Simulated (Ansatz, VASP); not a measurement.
# Bi: VASP beside Ansatz

Contents of INCAR:

```
SYSTEM = Bi
ALGO = Normal ; EDIFF = 1E-6
ENCUT = 520 ; GGA = PE
ISIF = 2 ; ISMEAR = -1
LASPH = .True. ; LCHARG = .False.
LREAL = .False. ; LWAVE = .False.
NBANDS = 30 ; NELM = 60
PREC = Accurate ; SIGMA = 0.1
```

The input KPOINTS:

```
k-points
0
Gamma
  7 7 11
  0 0 0
```

File POSCAR:

```
Bi
1.0
    5.4931683060      0.0000000000      0.0000000000
   -2.7465841530      4.7572233002      0.0000000000
    0.0000000000      0.0000000000      3.2337336234
Bi
3
Direct
    1.0000000000      1.0000000000      0.0000000000
    0.3333333333      0.6666666667      0.5000000000
    0.6666666667      0.3333333333      0.5000000000
```

Input for Ansatz:

```yaml
crystal:
  lattice:
    - [5.493168306, 0.0, 0.0]
    - [-2.746584153, 4.7572233002, 0.0]
    - [0.0, 0.0, 3.2337336234]
  atoms:
    - { symbol: Bi, position: [1.0, 1.0, 0.0] }
    - { symbol: Bi, position: [0.3333333333, 0.6666666667, 0.5] }
    - { symbol: Bi, position: [0.6666666667, 0.3333333333, 0.5] }
hamiltonian:
  xc: pbe
  pseudopotentials:
    kind: paw
    azcp:
      Bi: "pseudopotentials/Bi.paw.azcp"
basis:
  ecutwfc: 420
  fft_grid_basis: typed
kpoints:
  mp_grid: { grid: [7, 7, 11], shift: [0, 0, 0] }
magnetization:
  spin_polarized: false
scf:
  occupations: { method: fermi_dirac, width: 0.1 }
  lower_state_search: "off"
output:
  stress: true
```

Alike in both runs: task single point; functional PBE; k mesh 7 × 7 × 11; occupations fermi-dirac, width 0.1 eV; no spin polarisation.

|  | VASP | Ansatz |
| --- | --- | --- |
| version | VASP 6.6.1 | Ansatz 0.2.0 |
| potentials or method | VASP PAW PBE potentials, release 64 (Bi_d), cutoff 520 eV | plane waves (420 eV) with PAW, scalar-relativistic |
| valence electrons in the cell | 45 | 45 |

Ansatz gave:

| Quantity | Value |
| --- | --- |
| pressure (GPa) | 8.8 |
| traceless stress, the component that is largest in VASP (GPa) | 1.52 |

Q: Which values does VASP return?

A: Pressure (GPa): 8.7; traceless stress, the component that is largest in VASP (GPa): 1.52.

Spin-orbit coupling is off throughout.
